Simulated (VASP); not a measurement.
Input of a VASP 6.6.1 run:

INCAR

```
SYSTEM = Cs
PREC = Accurate ; ENCUT = 500
EDIFF = 1E-6 ; ISMEAR = 0
SIGMA = 0.1 ; LREAL = .FALSE.
LASPH = .TRUE. ; NELM = 120
ALGO = Normal ; ISIF = 2
LWAVE = .FALSE. ; LCHARG = .FALSE.
GGA = PS ; IVDW = 12
NBANDS = 10 ; GGA_COMPAT = .FALSE.
```

The input KPOINTS:

```
Automatic mesh
0
Gamma
  2 2 2
  0.25 0.25 0.25
```

Contents of POSCAR:

```
Cs
1.0
   -3.1284650614      3.1284650614      3.1284650614
    3.1284650614     -3.1284650614      3.1284650614
    3.1284650614      3.1284650614     -3.1284650614
Cs
1
Direct
    0.0000000000      0.0000000000      0.0000000000
```

Potentials or basis: VASP PAW PBE potentials, release 64 (Cs_sv).

Launch:

```console
$ cat potpaw_PBE.64/Cs_sv/POTCAR > POTCAR
$ mpirun -np 1 vasp_std > vasp.out
```

Problem. Estimate the dispersion energy per atom.

Solution. -0.106 eV.

Problem. Estimate the pressure.

Solution. -0.4 GPa.

Caveat: the k points lie up to 0.71 Å⁻¹ apart; the PAW data sets were made with another functional, which shifts forces and pressure a little; pairwise dispersion overbinds metals, which lowers pressure and volume.
